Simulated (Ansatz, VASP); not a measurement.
# ZnSe in VASP and in Ansatz

```
CELL_PARAMETERS angstrom
4.30790 0.00000 0.00000
0.00000 4.30790 0.00000
0.00000 0.00000 5.86040
ATOMIC_POSITIONS crystal
Zn 0.00000 0.00000 0.00000
Zn 0.50000 0.50000 0.00000
Se 0.00000 0.50000 0.26817
Se 0.50000 0.00000 0.73183
```

Alike in both runs: task single point; functional PBEsol; k mesh 8 × 8 × 6; occupations gaussian, width 0.05 eV; no spin polarisation.

```csv
,VASP,Ansatz
version,VASP 6.6.1,Ansatz 0.2.0
potentials or method,"VASP PAW PBE potentials, release 64 (Zn, Se), cutoff 520 eV","scalar-relativistic, plane waves, PAW"
valence electrons in the cell,36,56
```

```tsv
	VASP	Ansatz	Ansatz less VASP
gap on the k mesh at the Fermi level (eV)	1.42	1.42	+0.001
least direct gap on the mesh (eV)	1.42	1.42	+0.001
pressure (GPa)	-7.9	-8.0	-0.12
traceless stress, the component that is largest in VASP (GPa)	0.58	0.56	-0.017
rms of the force components (eV/Å)	0.582	0.594	+0.0111
```

VASP's potentials were made for PBE, not for PBEsol, and Ansatz warns of the same on its side. Atom by atom the forces differ by 0.011 eV/Å (rms over components). VASP's potentials hold 36 valence electrons a cell and Ansatz's 56, so a difference there can come from the potentials and not from the codes.
